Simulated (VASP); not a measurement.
A run of VASP 6.6.1 is set up as follows.

The input INCAR:

```
PREC     = Accurate       # precision mode
ENCUT    = 600            # plane-wave cutoff, eV
EDIFF    = 1E-6           # SCF threshold, eV
ISMEAR   = -1             # smearing method
SIGMA    = 0.15           # smearing width, eV
LREAL    = F              # projectors in reciprocal space
LASPH    = T              # aspherical terms in the spheres
NELM     = 60             # most SCF steps
ALGO     = Fast           # electronic algorithm
ISIF     = 4              # what is computed and relaxed
LWAVE    = F              # write WAVECAR
LCHARG   = F              # write CHGCAR
GGA      = PE             # functional
IBRION   = 2              # ionic algorithm
NSW      = 80             # ionic steps
EDIFFG   = -0.001         # ionic threshold
```

The input KPOINTS:

```
Automatic mesh
0
Gamma
  16 16 10
```

File POSCAR:

```
Au
1.0
    1.4678854327     -2.5426420385      0.0000000000
    1.4678854327      2.5426420385      0.0000000000
    0.0000000000      0.0000000000      4.9217250301
Au
2
Direct
    0.6666363790      0.3333636210      0.2500000000
    0.3333636210      0.6666363790      0.7500000000
```

Potentials or basis: VASP PAW PBE potentials, release 64 (Au).

Command:

```bash
$ cat potpaw_PBE.64/Au/POTCAR > POTCAR
$ mpirun -np 1 vasp_std > vasp.out
```

(1) What does it give for the band gap on the k mesh?

## Answers

(1) zero (bands 11 and 12 overlap by 6.03 eV).

Caveat: spin-orbit coupling is left out, which moves the levels of the heavy elements.
